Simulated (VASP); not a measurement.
Write the native input for VASP 6.6.1 that does the following.

* Task: single point
* Functional: PBE
* Potentials or basis: VASP PAW PBE potentials, release 64 (Al, C)
* Cutoff: 520 eV
* k mesh: 6 × 6 × 6
* Occupations: gaussian, width 0.1 eV
* Spin: no spin polarisation
* Dipole correction: no
* Further INCAR settings: ALGO = Normal; EDIFF = 1e-06; NBANDS = 12

The structure of AlC2 lies in POSCAR:

```
AlC2
1.0
    1.4395991631      0.8311529644      4.3479577407
   -1.4395991631      0.8311529644      4.3479577407
    0.0000000000     -1.6623059287      4.3479577407
Al C
1 2
Direct
    0.0000000000      0.0000000000      0.0000000000
    0.7500000000      0.7500000000      0.7500000000
    0.2500000000      0.2500000000      0.2500000000
```

The input as run:

INCAR

```
PREC = Accurate ; ENCUT = 520
EDIFF = 1E-6 ; ISMEAR = 0
SIGMA = 0.1 ; LREAL = False
LASPH = True ; NELM = 60
ALGO = Normal ; ISIF = 2
LWAVE = False ; LCHARG = False
GGA = PE ; NBANDS = 12
```

KPOINTS

```
Automatic mesh
0
Gamma
  6 6 6
```

Potentials or basis: VASP PAW PBE potentials, release 64 (Al, C).

Command:

```bash
$ cat potpaw_PBE.64/Al/POTCAR potpaw_PBE.64/C/POTCAR > POTCAR
$ mpirun -np 1 vasp_std > vasp.out
```

It gave:

| Quantity | Value |
| --- | --- |
| Pressure | 18.6 GPa |
| Largest force | 1.382 eV/Å |
| Band gap on the k mesh | zero (an odd number of electrons rules out a gap without spin polarisation) |

Caveat: the k points lie up to 0.43 Å⁻¹ apart, too coarse for converged energies and pressures of a metal; an odd number of electrons without spin polarisation forces a metal; a magnetic or distorted state may lie lower.

Run time: 35 s on 1 thread of AMD EPYC 7R13 (shared host), peak memory 0.19 GiB.
